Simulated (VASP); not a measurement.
AlN: single point with PBE

Crystal: AlN.

```
Al N
1.0
     0.00000    2.17773    2.17773
     2.17773    0.00000    2.17773
     2.17773    2.17773    0.00000
Al N
1 1
Cartesian
  0.0000 0.0000 0.0000
  2.1777 2.1777 2.1777
```

```json
{
  "Program": "VASP 6.6.1",
  "Task": "single point",
  "Functional": "PBE",
  "Potentials or basis": "VASP PAW PBE potentials, release 64 (Al, N)",
  "Cutoff": "600 eV",
  "k mesh": "7 × 7 × 7",
  "Occupations": "fermi-dirac, width 0.1 eV",
  "Spin": "no spin polarisation"
}
```

The pressure is -34.1 GPa and the band gap on the k mesh is 2.81 eV, direct.

Levels at points of the mesh, in eV from the valence-band top:
| k point | band 1 | band 2 | band 3 | band 4 | band 5 | band 6 | band 7 | band 8 | band 9 |
| --- | --- | --- | --- | --- | --- | --- | --- | --- | --- |
| (0.00, 0.00, 0.00) | -15.71 | 0.00 | 0.00 | 0.00 | 2.81 | 11.42 | 11.42 | 11.42 | 15.32 |

Run time: 4.6 s on 1 thread of AMD EPYC 9R45 96-Core Processor (Zen 5) (shared host), peak memory 0.12 GiB.

A k mesh can miss the band edges. A hybrid or GW would open this gap; PBE tends to underestimate it.
